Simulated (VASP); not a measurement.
# TaN (P6_3mc) in VASP: single point with PBE+U

Aim: the single point of TaN with PBE+U.

Program: VASP 6.6.1. These are calculated values, not measurements. Logs are shortened: lines on timing, memory, paths and dates and some standing lists are left out, and cuts for length are marked.

## 1. The cell of the first run

Symmetry: P6_3mc, No. 186, hexagonal system. The conventional cell has a = 3.050 Å, b = 3.050 Å, c = 4.940 Å, α = 90.00°, β = 90.00°, γ = 120.00°. Within 2.5 Å of Ta (site symmetry 3m) lie 4 N at 1.85 to 1.90 Å. Within 2.5 Å of N (site symmetry 3m) lie 4 Ta at 1.85 to 1.90 Å.

## 2. Single point, PBE+U, collinear spin, antiferromagnetic start

Contents of INCAR:

```
SYSTEM = TaN
PREC = Accurate
ENCUT = 520
EDIFF = 1E-6
ISMEAR = 0
SIGMA = 0.05
LREAL = .False.
LASPH = .True.
NELM = 150
ALGO = Normal
ISIF = 2
LWAVE = .False.
LCHARG = .True.
ISPIN = 2
MAGMOM = 2 2 -2 -2 0 0 0 0
LORBIT = 11
LMAXMIX = 4
LDAU = .True.
LDAUTYPE = 2
LDAUL = 2 -1
LDAUU = 2 0
LDAUJ = 0 0
LDAUPRINT = 1
GGA = PE
LELF = .True.
LVHAR = .True.
NBANDS = 46
```

Contents of KPOINTS:

```
regular mesh
0
Gamma
  7 7 4
  0 0 0
```

Contents of POSCAR:

```
TaN
1.0
    3.0500020400      0.0000000000      0.0000000000
   -3.0500020400      5.2827585000      0.0000000000
    0.0000000000      0.0000000000      4.9400015300
Ta N
4 4
Direct
    0.3333333333      0.3333333334      0.0000000000
    0.6666666667      0.1666666666      0.5000000000
    0.3333333333      0.8333333333      0.0000000000
    0.6666666667      0.6666666666      0.5000000000
    0.3333333333      0.3333333334      0.3850000000
    0.6666666667      0.1666666666      0.8850000000
    0.3333333333      0.8333333333      0.3850000000
    0.6666666667      0.6666666666      0.8850000000
```

Potentials or basis: VASP PAW PBE potentials, release 64 (Ta_pv, N).

The run is started by

```
> cat potpaw_PBE.64/Ta_pv/POTCAR potpaw_PBE.64/N/POTCAR > POTCAR
> mpirun -np 1 vasp_std > vasp.out
```

OUTCAR:

```text
SYSTEM = TaN
   PREC = Accurate
   ENCUT = 520
   EDIFF = 1E-6
   ISMEAR = 0
   LREAL = .False.
   LASPH = .True.
   NELM = 150
   ISIF = 2
   ISPIN = 2
   LORBIT = 11
   GGA = PE

 ion  position               nearest neighbor table
   1  0.333  0.333  0.000-   6 1.85   8 1.85   6 1.85   5 1.90   2 3.03   2 3.03   4 3.03   4 3.03
                             2 3.03   2 3.03   3 3.05   3 3.05   3 3.05   3 3.05
   2  0.667  0.167  0.500-   5 1.85   7 1.85   5 1.85   6 1.90   1 3.03   1 3.03   3 3.03   3 3.03
                             1 3.03   1 3.03   4 3.05   4 3.05   4 3.05   4 3.05
   3  0.333  0.833  0.000-   8 1.85   8 1.85   6 1.85   7 1.90   4 3.03   4 3.03   4 3.03   4 3.03
                             2 3.03   2 3.03   1 3.05   1 3.05   1 3.05   1 3.05
   4  0.667  0.667  0.500-   7 1.85   5 1.85   7 1.85   8 1.90   3 3.03   3 3.03   1 3.03   1 3.03
                             3 3.03   3 3.03   2 3.05   2 3.05   2 3.05   2 3.05
   5  0.333  0.333  0.385-   2 1.85   4 1.85   2 1.85   1 1.90
   6  0.667  0.167  0.885-   1 1.85   3 1.85   1 1.85   2 1.90
   7  0.333  0.833  0.385-   4 1.85   4 1.85   2 1.85   3 1.90
   8  0.667  0.667  0.885-   3 1.85   1 1.85   3 1.85   4 1.90

  LATTYP: Found a simple orthorhombic cell.
 ALAT       =     3.0500020400
 B/A-ratio  =     1.6196715495
 C/A-ratio  =     1.7320508087

  Lattice vectors:

 A1 = (  -3.0500020400,   0.0000000000,   0.0000000000)
 A2 = (   0.0000000000,   0.0000000000,   4.9400015300)
 A3 = (   0.0000000000,   5.2827585000,   0.0000000000)

Analysis of symmetry for initial positions (statically):
=====================================================================
 Subroutine PRICEL returns following result:

  LATTYP: Found a hexagonal cell.
 ALAT       =     3.0500020400
 C/A-ratio  =     1.6196715495
[... 12 lines left out ...]
 Subroutine GETGRP returns: Found  4 space group operations
 (whereof  2 operations were pure point group operations)
 out of a pool of  8 trial point group operations.

The static configuration has the point symmetry C_1h.
 The point group associated with its full space group is C_2v.

Analysis of symmetry for dynamics (positions and initial velocities):
=====================================================================
 Subroutine PRICEL returns following result:

  LATTYP: Found a hexagonal cell.
 ALAT       =     3.0500020400
 C/A-ratio  =     1.6196715495
[... 12 lines left out ...]
 Subroutine GETGRP returns: Found  4 space group operations
 (whereof  2 operations were pure point group operations)
 out of a pool of  8 trial point group operations.

The dynamic configuration has the point symmetry C_1h.
 The point group associated with its full space group is C_2v.

Analysis of structural, dynamic, and magnetic symmetry:
=====================================================================
 Subroutine PRICEL returns following result:

  LATTYP: Found a hexagonal cell.
 ALAT       =     3.0500020400
 C/A-ratio  =     1.6196715495
[... 12 lines left out ...]
 Subroutine GETGRP returns: Found  4 space group operations
 (whereof  2 operations were pure point group operations)
 out of a pool of  8 trial point group operations.

The overall configuration has the point symmetry C_1h.
 The point group associated with its full space group is C_2v.

 Subroutine INISYM returns: Found  4 space group operations
 (whereof  2 operations are pure point group operations),
 and found     2 'primitive' translations

----------------------------------------------------------------------------------------

                                     Primitive cell

  volume of cell :      39.7977

  direct lattice vectors                    reciprocal lattice vectors
     3.050002040  0.000000000  0.000000000     0.327868633  0.189295043  0.000000000
    -1.525001020  2.641379251  0.000000000     0.000000000  0.378590087  0.000000000
     0.000000000  0.000000000  4.940001530     0.000000000  0.000000000  0.202429087

  length of vectors
     3.050002040  3.050002042  4.940001530     0.378590087  0.378590087  0.202429087

  position of ions in fractional coordinates (direct lattice)
     0.333333333  0.666666667  0.000000000
     0.666666667  0.333333333  0.500000000
     0.333333333  0.666666667  0.385000000
     0.666666667  0.333333333  0.885000000

  ion indices of the primitive-cell ions
   primitive index   ion index
                 1           1
                 2           2
                 3           5
                 4           6

----------------------------------------------------------------------------------------
[... 60 lines left out ...]
 SYSTEM =  TaN
   PREC   = accura    normal or accurate (medium, high low for compatibility)
   ISTART =      0    job   : 0-new  1-cont  2-samecut
   ICHARG =      2    charge: 1-file 2-atom 10-const
   ISPIN  =      2    spin polarized calculation?
   LNONCOLLINEAR =      F non collinear calculations
   LSORBIT =      F    spin-orbit coupling
   LASPH  =      T    aspherical Exc in radial PAW
   ENCUT  =  520.0 eV  38.22 Ry    6.18 a.u.   5.67 11.34  9.19*2*pi/ulx,y,z
   NELM   =    150;   NELMIN=  2; NELMDL= -5     # of ELM steps
   EDIFF  = 0.1E-05   stopping-criterion for ELM
   LREAL  =      F    real-space projection
   EDIFFG = 0.1E-04   stopping-criterion for IOM
   NSW    =      0    number of steps for IOM
   IBRION =     -1    ionic relax: 0-MD 1-quasi-New 2-CG
   NFREE  =      0    steps in history (QN), initial steepest desc. (CG)
   ISIF   =      2    stress and relaxation
   ISYM   =      2    0-nonsym 1-usesym 2-fastsym
   POTIM  = 0.5000    time-step for ionic-motion
   TEBEG  =    0.0;   TEEND  =   0.0 temperature during run
   PSTRESS=    0.0 pullay stress
   NELECT =      64.0000    total number of electrons
   NUPDOWN=      -1.0000    fix difference up-down
   EMIN   =  10.00;   EMAX   =-10.00  energy-range for DOS
   EFERMI =   0.00;   METHOD = LEGACY
   ISMEAR =     0;   SIGMA  =   0.05  broadening in eV -4-tet -1-fermi 0-gaus
   EFERMI_NEDOS =   21; number of points for ismear=-14 and -15
   IALGO  =     38    algorithm
   IMIX   =      4    mixing-type and parameters
     AMIX     =   0.40;   BMIX     =  1.00
     AMIX_MAG =   1.60;   BMIX_MAG =  1.00
  volume/ion in A,a.u.               =       9.95        67.14
  Fermi-wavevector in a.u.,A,eV,Ry     =   1.522318  2.876765 31.530867  2.317453
  Thomas-Fermi vector in A             =   2.630914
   LORBIT       =     11    0 simple, 1 ext, 2 COOP (PROOUT), +10 PAW based schemes
 LDA+U is selected, type is set to LDAUTYPE =  2
   angular momentum for each species LDAUL =     2   -1
   U (eV)           for each species LDAUU =   2.0  0.0
   J (eV)           for each species LDAUJ =   0.0  0.0
   GGA     = PE    functional components
   LHFCALC =     F    Hartree Fock is set to
   AEXX    =    0.0000 exact exchange contribution
   IVDW    =     0    specifies the selected vdW correction
   LEPSILON=     F    determine dielectric tensor
   LRPA    =     F    only Hartree local field effects (RPA)
 spin polarized calculation
 Gauss-broadening in eV      SIGMA  =   0.05
  energy-cutoff  :      520.00
  volume of cell :       79.60
 maximum number of plane-waves:      2168
   NGX = 11   NGY = 23   NGZ = 19

 number of electron      64.0000001 magnetization      -0.0000000

atom =   1  type =  1  l = 2

 onsite density matrix

spin component  1
[... 116 lines left out ...]
  o =  0.2277  v =  0.0000  0.0000  0.0000  0.0000  0.0000  0.5527  0.0000  0.0000  0.8334 -0.0000      0.0000  0.0000  0.0000  0.0000  0.0000  0.0000  0.0000  0.0000  0.0000  0.0000
  o =  0.2277  v =  0.5527  0.0000  0.0000  0.8334 -0.0000  0.0000  0.0000  0.0000  0.0000  0.0000      0.0000  0.0000  0.0000  0.0000  0.0000  0.0000  0.0000  0.0000  0.0000  0.0000
  o =  0.2283  v =  0.0000  0.0000  0.0000  0.0000  0.0000  0.0000 -0.8355  0.0088 -0.0000 -0.5494      0.0000  0.0000  0.0000  0.0000  0.0000  0.0000  0.0000  0.0000  0.0000  0.0000
  o =  0.2283  v =  0.0000 -0.8355  0.0088 -0.0000 -0.5494  0.0000  0.0000  0.0000  0.0000  0.0000      0.0000  0.0000  0.0000  0.0000  0.0000  0.0000  0.0000  0.0000  0.0000  0.0000
  o =  0.3351  v =  0.0000  0.0000  0.0000  0.0000  0.0000  0.0000 -0.0229 -0.9996  0.0000  0.0188      0.0000  0.0000  0.0000  0.0000  0.0000  0.0000  0.0000  0.0000  0.0000  0.0000
  o =  0.3351  v =  0.0000 -0.0229 -0.9996  0.0000  0.0188  0.0000  0.0000  0.0000  0.0000  0.0000      0.0000  0.0000  0.0000  0.0000  0.0000  0.0000  0.0000  0.0000  0.0000  0.0000
  o =  0.3558  v =  0.0000  0.0000  0.0000  0.0000  0.0000  0.0000 -0.5490  0.0283 -0.0000  0.8354      0.0000  0.0000  0.0000  0.0000  0.0000  0.0000  0.0000  0.0000  0.0000  0.0000
  o =  0.3558  v =  0.0000 -0.5490  0.0284 -0.0000  0.8354  0.0000  0.0000  0.0000  0.0000  0.0000      0.0000  0.0000  0.0000  0.0000  0.0000  0.0000  0.0000  0.0000  0.0000  0.0000
  o =  0.3561  v = -0.8334  0.0000  0.0000  0.5527 -0.0000  0.0000  0.0000  0.0000  0.0000  0.0000      0.0000  0.0000  0.0000  0.0000  0.0000  0.0000  0.0000  0.0000  0.0000  0.0000
  o =  0.3561  v =  0.0000  0.0000  0.0000  0.0000  0.0000 -0.8334  0.0000  0.0000  0.5527 -0.0000      0.0000  0.0000  0.0000  0.0000  0.0000  0.0000  0.0000  0.0000  0.0000  0.0000

 number of electron      64.0000001 magnetization       0.0000000

 Free energy of the ion-electron system (eV)
  ---------------------------------------------------
  ext. energy  EPLUGINS =         0.00000000
  ---------------------------------------------------
  free energy    TOTEN  =       -66.96907653 eV

  energy without entropy =      -66.96406475  energy(sigma->0) =      -66.96657064

 E-fermi :   9.9553     XC(G=0): -13.5534

 val. band max:        9.9439680876   @ k =   0.0000   0.1429   0.2500
 cond. band min:       9.9557337685   @ k =   0.0000   0.4286   0.2500
 fundamental gap:      0.0117656809
 Fermi energy:         9.9553205577

 spin component 1

 k-point     1 :       0.0000    0.0000    0.0000
  band No.  band energies     occupation
      1     -26.4569      1.00000
      2     -26.4297      1.00000
      3     -26.2350      1.00000
      4     -25.8477      1.00000
      5     -25.6365      1.00000
      6     -25.4297      1.00000
[... 2249 lines left out ...]
     43      15.8982      0.00000
     44      15.9144      0.00000

 [... further k-points ...]

 [bands above 44 left out]

------------------------ aborting loop because EDIFF is reached ----------------------------------------

  FORCE on cell =-STRESS in cart. coord.  units (eV):
  Direction    XX          YY          ZZ          XY          YZ          ZX
  --------------------------------------------------------------------------------------
  -------------------------------------------------------------------------------------
  Total       77.5994663     77.9910893     65.3820215      0.0000000      0.0000000      0.0000000
  in kB     1562.0011380   1569.8841243   1316.0759590      0.0000000      0.0000000      0.0000000
  external PRESSURE =    1482.6537404 kB  Pullay stress =       0.0000000 kB

 VOLUME and BASIS-vectors are now :
 -----------------------------------------------------------------------------
  energy-cutoff  :      520.00
  volume of cell :       79.60
      direct lattice vectors                 reciprocal lattice vectors
     3.050002040  0.000000000  0.000000000     0.327868633  0.189295043  0.000000000
    -3.050002040  5.282758500  0.000000000     0.000000000  0.189295043  0.000000000
     0.000000000  0.000000000  4.940001530     0.000000000  0.000000000  0.202429087

 POSITION                                       TOTAL-FORCE (eV/Angst)
 -----------------------------------------------------------------------------------
     -0.00000      1.76092      0.00000        -0.000000      0.022820      2.292410
      1.52500      0.88046      2.47000         0.000000     -0.022820      2.292410
     -1.52500      4.40230      0.00000        -0.000000      0.022820      2.292410
      0.00000      3.52184      2.47000         0.000000     -0.022820      2.292410
     -0.00000      1.76092      1.90190         0.000000      0.033028     -2.292410
      1.52500      0.88046      4.37190        -0.000000     -0.033028     -2.292410
     -1.52500      4.40230      1.90190         0.000000      0.033028     -2.292410
      0.00000      3.52184      4.37190        -0.000000     -0.033028     -2.292410
 -----------------------------------------------------------------------------------
    total drift:                               -0.000000      0.000001      0.001228

  FREE ENERGIE OF THE ION-ELECTRON SYSTEM (eV)
  ---------------------------------------------------
  free  energy   TOTEN  =       -66.9690765280 eV

  energy  without entropy=      -66.9640647485  energy(sigma->0) =      -66.96657064

 total charge

# of ion       s       p       d       tot
------------------------------------------
    1        0.410   6.418   2.934   9.762
    2        0.410   6.418   2.934   9.762
    3        0.410   6.418   2.934   9.762
    4        0.410   6.418   2.934   9.762
    5        1.299   2.771   0.000   4.070
    6        1.299   2.771   0.000   4.070
    7        1.299   2.771   0.000   4.070
    8        1.299   2.771   0.000   4.070
--------------------------------------------------
tot          6.835  36.755  11.737  55.326

 magnetization (x)

# of ion       s       p       d       tot
------------------------------------------
    1       -0.000   0.000  -0.000  -0.000
    2       -0.000   0.000  -0.000  -0.000
    3        0.000  -0.000   0.000   0.000
    4        0.000  -0.000   0.000   0.000
    5       -0.000   0.000   0.000   0.000
    6       -0.000   0.000   0.000   0.000
    7        0.000  -0.000   0.000  -0.000
    8        0.000  -0.000   0.000  -0.000
--------------------------------------------------
tot          0.000   0.000   0.000   0.000
```

Run time: 4.6 min. Hardware: 1 thread of Intel Xeon Platinum 8488C (Sapphire Rapids), shared host; peak memory 0.4 GiB.

Results:

| Quantity | Value |
| --- | --- |
| Free energy | -66.9691 eV |
| Pressure | 148.3 GPa |
| Largest force | 2.293 eV/Å |
| Band gap on the k mesh | zero (filled and empty bands overlap) |
| Net moment | 0.00 μB per cell |
| Valence electrons inside the program's atomic spheres | Ta 9.76; N 4.07 |

Forces in eV/Å, atoms in the order of the input:
```
Ta   0.000  0.023  2.292
Ta   0.000 -0.023  2.292
Ta   0.000  0.023  2.292
Ta   0.000 -0.023  2.292
N    0.000  0.033 -2.292
N    0.000 -0.033 -2.292
N    0.000  0.033 -2.292
N    0.000 -0.033 -2.292
```

Levels at points of the mesh, in eV from the Fermi level:
Spin up:
```csv
k point,band 28,band 29,band 30,band 31,band 32,band 33,band 34,band 35,band 36,band 37
"(0.00, 0.00, 0.00)",-5.29,-2.49,-1.00,-0.63,-0.63,-0.48,0.38,1.59,2.05,2.10
"(0.00, 0.00, 0.50)",-6.54,-0.54,-0.54,1.41,1.41,1.41,1.41,1.76,1.76,2.23
```
Spin down:
```
           k point  band 28  band 29  band 30  band 31  band 32  band 33  band 34  band 35  band 36  band 37
(0.00, 0.00, 0.00)    -5.29    -2.49    -1.00    -0.63    -0.63    -0.48     0.38     1.59     2.05     2.10
(0.00, 0.00, 0.50)    -6.54    -0.54    -0.54     1.41     1.41     1.41     1.41     1.76     1.76     2.23
```

Eigenvalues of the final occupation matrices:
```csv
site,spin,trace,eigenvalues
site 1 d,1,1.50,0.23 0.23 0.34 0.36 0.36
site 1 d,2,1.50,0.23 0.23 0.34 0.36 0.36
site 2 d,1,1.50,0.23 0.23 0.34 0.36 0.36
site 2 d,2,1.50,0.23 0.23 0.34 0.36 0.36
site 3 d,1,1.50,0.23 0.23 0.34 0.36 0.36
site 3 d,2,1.50,0.23 0.23 0.34 0.36 0.36
site 4 d,1,1.50,0.23 0.23 0.34 0.36 0.36
site 4 d,2,1.50,0.23 0.23 0.34 0.36 0.36
```

Caveat: spin-orbit coupling is left out, which moves the levels of the heavy elements; forces of over 1 eV/Å act on the atoms, so gaps and moduli don't describe the material at rest.
